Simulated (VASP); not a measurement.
Tl, 3 atoms in the cell. It takes space group P6/mmm (No. 191, hexagonal). The conventional cell has a = 5.630 Å, b = 5.630 Å, c = 3.465 Å, α = 90.00°, β = 90.00°, γ = 120.00°. Tl (site symmetry 6/mmm) has 14 Tl at 3.47 to 3.68 Å within 4.6 Å. Tl (site symmetry -6m2) has 11 Tl at 3.25 to 3.68 Å within 4.3 Å. This isn't the form of Tl at room conditions, which is hcp.

- Program: VASP 6.6.1
- Task: single point
- Functional: PBE
- Potentials or basis: VASP PAW PBE potentials, release 64 (Tl_d)
- Cutoff: 520 eV
- k mesh: 7 × 7 × 10
- Occupations: fermi-dirac, width 0.1 eV
- Spin: no spin polarisation
- Dipole correction: no
- Further INCAR settings: ALGO = Normal; EDIFF = 1e-06; NBANDS = 26

Potentials or basis: VASP PAW PBE potentials, release 64 (Tl_d).

Launch:

```console
$ cat potpaw_PBE.64/Tl_d/POTCAR > POTCAR
$ mpirun -np 1 vasp_std > vasp.out
```

Hardware: 1 thread of AMD EPYC 9R45 96-Core Processor (Zen 5) (shared host).

Question: How long does it take, and how much memory?

Answer: Run time: 49 s on 1 thread of AMD EPYC 9R45 96-Core Processor (Zen 5), on a shared host, peak memory 0.22 GiB. Counts: scf iterations 11, k points 48.
